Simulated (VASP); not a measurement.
# AlRu (Pm-3m) in VASP: further runs, part 2 of 2

VASP 6.6.1. The steps go on from the part before.

## (4) Single point, PBEsol-based global hybrid with 25 % exact exchange

This run uses another cell than the first one, of 12.96 Å³/atom.

POSCAR reads:

```
AlRu
1.0
    2.9595255492      0.0000000000      0.0000000000
    0.0000000000      2.9595255492      0.0000000000
    0.0000000000      0.0000000000      2.9595255492
Ru Al
1 1
Direct
    0.5000000000      0.5000000000      0.5000000000
    0.0000000000      0.0000000000      0.0000000000
```

INCAR.step1 reads:

```
SYSTEM = AlRu
PREC = Accurate
ENCUT = 520
EDIFF = 1E-5
ISMEAR = -1
SIGMA = 0.05
LREAL = .False.
LASPH = .True.
NELM = 80
ALGO = Normal
ISIF = 2
LWAVE = .True.
LCHARG = .False.
NBANDS = 16
GGA = PE
```

INCAR.step2 reads:

```
SYSTEM = AlRu
PREC = Accurate
ENCUT = 520
EDIFF = 1E-6
ISMEAR = -1
SIGMA = 0.05
LREAL = .False.
LASPH = .True.
NELM = 80
ALGO = Normal
ISIF = 2
LWAVE = .False.
LCHARG = .False.
GGA = PS
LHFCALC = .True.
AEXX = 0.25
PRECFOCK = Normal
NBANDS = 16
ISTART = 1
```

KPOINTS reads:

```
regular mesh
0
Gamma
  5 5 5
  0 0 0
```

On the command line:

```sh
> cat potpaw_PBE.64/Ru_pv/POTCAR potpaw_PBE.64/Al/POTCAR > POTCAR
> cp INCAR.step1 INCAR
> mpirun -np 1 vasp_std > vasp.out
> cp INCAR.step2 INCAR
> mpirun -np 1 vasp_std > vasp.out
```

Wall time 8.7 min (1 thread of Intel Xeon Platinum 8259CL at 2.50GHz (Skylake/Cascade Lake), shared host); peak memory 0.15 GiB.

It converged, with:

```yaml
Free_energy: -18.7288 eV
Pressure: -0.8 GPa
Band_gap_on_the_k_mesh: zero (an odd number of electrons rules out a gap without spin polarisation)
```

Levels at points of the mesh, in eV from the Fermi level:
| k point | band 7 | band 8 | band 9 | band 10 | band 11 | band 12 |
| --- | --- | --- | --- | --- | --- | --- |
| (0.00, 0.00, 0.00) | -0.45 | -0.45 | -0.45 | 7.43 | 7.43 | 7.43 |

Caveat: the k points lie up to 0.42 Å⁻¹ apart, too coarse for converged energies and pressures of a metal; the PAW data sets were made with another functional, which shifts forces and pressure a little.

## (5) Single point, PBE-based screened hybrid with 25 % exact exchange

This run uses another cell than the first one, of 13.23 Å³/atom.

POSCAR reads:

```
AlRu
1.0
    2.9798061077      0.0000000000      0.0000000000
    0.0000000000      2.9798061077      0.0000000000
    0.0000000000      0.0000000000      2.9798061077
Ru Al
1 1
Direct
    0.5000000000      0.5000000000      0.5000000000
    0.0000000000      0.0000000000      0.0000000000
```

INCAR.step1 reads:

```
SYSTEM = AlRu
PREC     = Accurate       ! precision mode
ENCUT    = 520            ! plane-wave cutoff, eV
EDIFF    = 1E-5           ! SCF threshold, eV
ISMEAR   = -1             ! smearing method
SIGMA    = 0.05           ! smearing width, eV
LREAL    = .FALSE.        ! projectors in reciprocal space
LASPH    = .TRUE.         ! aspherical terms in the spheres
NELM     = 80             ! most SCF steps
ALGO     = Normal         ! electronic algorithm
ISIF     = 2              ! what is computed and relaxed
LWAVE    = .TRUE.         ! write WAVECAR
GGA      = PE             ! functional
NBANDS   = 16             ! bands
```

INCAR.step2 reads:

```
SYSTEM = AlRu
PREC     = Accurate       ! precision mode
ENCUT    = 520            ! plane-wave cutoff, eV
EDIFF    = 1E-7           ! SCF threshold, eV
ISMEAR   = -1             ! smearing method
SIGMA    = 0.05           ! smearing width, eV
LREAL    = .FALSE.        ! projectors in reciprocal space
LASPH    = .TRUE.         ! aspherical terms in the spheres
NELM     = 80             ! most SCF steps
ALGO     = Normal         ! electronic algorithm
ISIF     = 2              ! what is computed and relaxed
LWAVE    = .FALSE.        ! write WAVECAR
LCHARG   = .TRUE.         ! write CHGCAR
GGA      = PE             ! functional
LHFCALC  = .TRUE.         ! exact exchange
AEXX     = 0.25           ! exact-exchange fraction
HFSCREEN = 0.3            ! screening, 1/A
PRECFOCK = Normal       
LELF     = .TRUE.         ! ELF
LVHAR    = .TRUE.       
ISTART   = 1            
NBANDS   = 16             ! bands
```

KPOINTS reads:

```
Automatic mesh
0
G
  5 5 5
  0 0 0
```

Potentials or basis: VASP PAW PBE potentials, release 64 (Ru_pv, Al).

On the command line:

```sh
> cat potpaw_PBE.64/Ru_pv/POTCAR potpaw_PBE.64/Al/POTCAR > POTCAR
> cp INCAR.step1 INCAR
> mpirun -np 1 vasp_std > vasp.out
> cp INCAR.step2 INCAR
> mpirun -np 1 vasp_std > vasp.out
```

OUTCAR:

```text
SYSTEM = AlRu
   PREC = Accurate
   ENCUT = 520
   EDIFF = 1E-7
   ISMEAR = -1
   LREAL = .FALSE.
   LASPH = .TRUE.
   NELM = 80
   ISIF = 2
   GGA = PE
   LHFCALC = .TRUE.
   AEXX = 0.25
   HFSCREEN = 0.3
   PRECFOCK = Normal
   ISTART = 1

 ion  position               nearest neighbor table
   1  0.500  0.500  0.500-   2 2.58   2 2.58   2 2.58   2 2.58   2 2.58   2 2.58   2 2.58   2 2.58

   2  0.000  0.000  0.000-   1 2.58   1 2.58   1 2.58   1 2.58   1 2.58   1 2.58   1 2.58   1 2.58

  LATTYP: Found a simple cubic cell.
 ALAT       =     2.9798061077

  Lattice vectors:

 A1 = (   2.9798061077,   0.0000000000,   0.0000000000)
 A2 = (   0.0000000000,   2.9798061077,   0.0000000000)
 A3 = (   0.0000000000,   0.0000000000,   2.9798061077)

Analysis of symmetry for initial positions (statically):
=====================================================================
 Subroutine PRICEL returns:
 Original cell was already a primitive cell.

 Routine SETGRP: Setting up the symmetry group for a
 simple cubic supercell.

[... 155 lines left out ...]
  free energy    TOTEN  =       -16.07036094 eV

  energy without entropy =      -16.04856978  energy(sigma->0) =      -16.05946536

 E-fermi :  10.8081     XC(G=0): -10.4502

 val. band max:       10.7528259928   @ k =   0.4000   0.0000   0.0000
 cond. band min:      10.8361600685   @ k =   0.4000   0.4000   0.2000
 fundamental gap:      0.0833340757
 Fermi energy:        10.8080861630

 k-point     1 :       0.0000    0.0000    0.0000
  band No.  band energies     occupation
      1     -33.7298      2.00000
      2     -33.7298      2.00000
      3     -33.7298      2.00000
      4      -0.1207      2.00000
      5       6.6556      2.00000
      6       6.6556      2.00000
[... 167 lines left out ...]
      3     -33.9288      2.00000
      4       4.8783      2.00000
      5       5.6056      2.00000
      6       5.6056      2.00000
[... 8 lines left out ...]
     15      21.1331      0.00000
     16      26.4291      0.00000

------------------------ aborting loop because EDIFF is reached ----------------------------------------

  FORCE on cell =-STRESS in cart. coord.  units (eV):
  Direction    XX          YY          ZZ          XY          YZ          ZX
  --------------------------------------------------------------------------------------
  -------------------------------------------------------------------------------------
  Total        0.0297515      0.0297515      0.0297515     -0.0000000      0.0000000     -0.0000000
  in kB        1.8015876      1.8015876      1.8015876     -0.0000000      0.0000000     -0.0000000
  external PRESSURE =       1.8015876 kB  Pullay stress =       0.0000000 kB

 VOLUME and BASIS-vectors are now :
 -----------------------------------------------------------------------------
  energy-cutoff  :      520.00
  volume of cell :       26.46
      direct lattice vectors                 reciprocal lattice vectors
     2.979806108  0.000000000  0.000000000     0.335592305  0.000000000  0.000000000
     0.000000000  2.979806108  0.000000000     0.000000000  0.335592305  0.000000000
     0.000000000  0.000000000  2.979806108     0.000000000  0.000000000  0.335592305

 POSITION                                       TOTAL-FORCE (eV/Angst)
 -----------------------------------------------------------------------------------
      1.48990      1.48990      1.48990         0.000000      0.000000      0.000000
      0.00000      0.00000      0.00000         0.000000      0.000000      0.000000
 -----------------------------------------------------------------------------------
    total drift:                                0.000016      0.000029      0.000086

  FREE ENERGIE OF THE ION-ELECTRON SYSTEM (eV)
  ---------------------------------------------------
  free  energy   TOTEN  =       -16.0703609388 eV

  energy  without entropy=      -16.0485697750  energy(sigma->0) =      -16.05946536
```

OSZICAR.step1:

```text
N       E                     dE             d eps       ncg     rms          rms(c)
DAV:   1     0.122200964147E+03    0.12220E+03   -0.91351E+03   320   0.984E+02
DAV:   2    -0.128398601021E+02   -0.13504E+03   -0.12976E+03   376   0.300E+02
DAV:   3    -0.148026211400E+02   -0.19628E+01   -0.19544E+01   432   0.377E+01
DAV:   4    -0.148160903715E+02   -0.13469E-01   -0.13459E-01   400   0.332E+00
DAV:   5    -0.148162687071E+02   -0.17834E-03   -0.17832E-03   408   0.377E-01    0.126E+01
DAV:   6    -0.142500922414E+02    0.56618E+00   -0.23485E+00   352   0.161E+01    0.247E+00
DAV:   7    -0.141807502300E+02    0.69342E-01   -0.17237E-01   344   0.469E+00    0.223E+00
DAV:   8    -0.141664265613E+02    0.14324E-01   -0.18035E-02   368   0.107E+00    0.195E-01
DAV:   9    -0.141662571728E+02    0.16939E-03   -0.30383E-04   376   0.150E-01    0.131E-01
DAV:  10    -0.141662532255E+02    0.39473E-05   -0.23371E-05   360   0.530E-02
   1 F= -.14166253E+02 E0= -.14156685E+02  d E =-.191359E-01
```

Wall time 10 min (1 thread of Intel Xeon Platinum 8259CL at 2.50GHz (Skylake/Cascade Lake), shared host); peak memory 0.25 GiB.

What came out:

* Free energy: -16.0704 eV
* Pressure: 0.2 GPa
* Band gap on the k mesh: zero (an odd number of electrons rules out a gap without spin polarisation)

Caveat: the k points lie up to 0.42 Å⁻¹ apart, too coarse for converged energies and pressures of a metal; the PAW data sets were made with another functional, which shifts forces and pressure a little.

## (6) Summary

| level | spin | cell | k mesh | grid for exact exchange (PRECFOCK) | share of exact exchange | screening parameter | gap on the mesh (eV) | pressure (GPa) |
| --- | --- | --- | --- | --- | --- | --- | --- | --- |
| r2SCAN | off | a = 3.050 Å, 2 atoms | 9 × 9 × 9 | - | - | - | none | -12.9 |
| PBEsol | non-collinear, zero start, SOC | a = 2.992 Å, 2 atoms | 9 × 9 × 9 | - | - | - | - | -3.2 |
| PBEsol-based global hybrid with 25 % exact exchange | off | a = 2.960 Å, 2 atoms | 5 × 5 × 5 | Normal | 0.25 | - | none | -0.8 |
| PBE-based screened hybrid with 25 % exact exchange | off | a = 2.980 Å, 2 atoms | 5 × 5 × 5 | Normal | 0.25 | 0.3 1/Å | none | 0.2 |

Alike in all rows: task single point; potentials or basis VASP PAW PBE potentials, release 64 (Ru_pv, Al); cutoff (eV) 520; smearing fermi-dirac 0.05 eV.

Caveats: some runs use coarse meshes; the PAW data sets were made with another functional, which shifts forces and pressure a little; the cell stands under tension (at least some runs).

Absolute energies hang on the potentials; compare differences alone.
